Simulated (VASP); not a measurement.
Wanted: the native input for a VASP 6.6.1 run.

| Property | Result |
| --- | --- |
| Task | single point |
| Functional | PBE |
| Potentials or basis | VASP PAW PBE potentials, release 64 (Si, Ti_sv) |
| Cutoff | 520 eV |
| k mesh | 2 × 2 × 2 |
| Occupations | fermi-dirac, width 0.05 eV |
| Spin | no spin polarisation |
| Dipole correction | no |
| Further INCAR settings | LREAL = Auto; ALGO = Normal; EDIFF = 1e-07; NBANDS = 52 |

The structure of TiSi16 (a cell with a defect) lies in POSCAR:

```
TiSi16
1.0
    0.0000000000      5.4300000000      5.4300000000
    5.4300000000      0.0000000000      5.4300000000
    5.4300000000      5.4300000000      0.0000000000
Si Ti
16 1
Direct
   -0.0147229282      0.0456995396     -0.0156459484
    0.1260577348      0.1343409761      0.1251347145
    0.0165438306     -0.0138543278      0.4985012891
    0.1260525783      0.1343525783      0.6141509208
    0.0089820442      0.5072573665      0.0080733886
    0.1097492634      0.6723120626      0.1088089319
    0.0089729282      0.5072696133      0.4753685083
    0.1540350829      0.6083890424      0.6186372928
    0.4994228361     -0.0139060773      0.0156611418
    0.6150794659      0.1343144567      0.1251459484
    0.4994165746     -0.0138955801      0.4985081031
    0.6378500000      0.0879277164      0.6369568140
    0.4763030387      0.5072297422      0.0080715470
    0.6195781768      0.6083477901      0.1531441068
    0.5158000921      0.4540339779      0.5149251381
    0.6195634438      0.6083625230      0.6186142726
    0.7711293738      0.6880299263      0.7702662063
```

The input as run:

INCAR

```
SYSTEM = TiSi16
PREC = Accurate
ENCUT = 520
EDIFF = 1E-7
ISMEAR = -1
SIGMA = 0.05
LREAL = Auto
LASPH = .True.
NELM = 80
ALGO = Normal
ISIF = 2
LWAVE = .False.
LCHARG = .True.
GGA = PE
LELF = .True.
LVHAR = .True.
NBANDS = 52
```

KPOINTS

```
regular mesh
0
Gamma
  2 2 2
  0 0 0
```

Potentials or basis: VASP PAW PBE potentials, release 64 (Si, Ti_sv).

Command:

```bash
$ cat potpaw_PBE.64/Si/POTCAR potpaw_PBE.64/Ti_sv/POTCAR > POTCAR
$ mpirun -np 1 vasp_std > vasp.out
```

It gave:

The pressure is 3.9 GPa and the largest force is 1.913 eV/Å. The band gap on the k mesh is zero (bands 38 and 39 overlap by 0.33 eV).

Caveat: the k points lie up to 0.50 Å⁻¹ apart.

Run time: 11 min on 1 thread of Intel Xeon 8259CL, with other jobs on the host, peak memory 0.51 GiB.
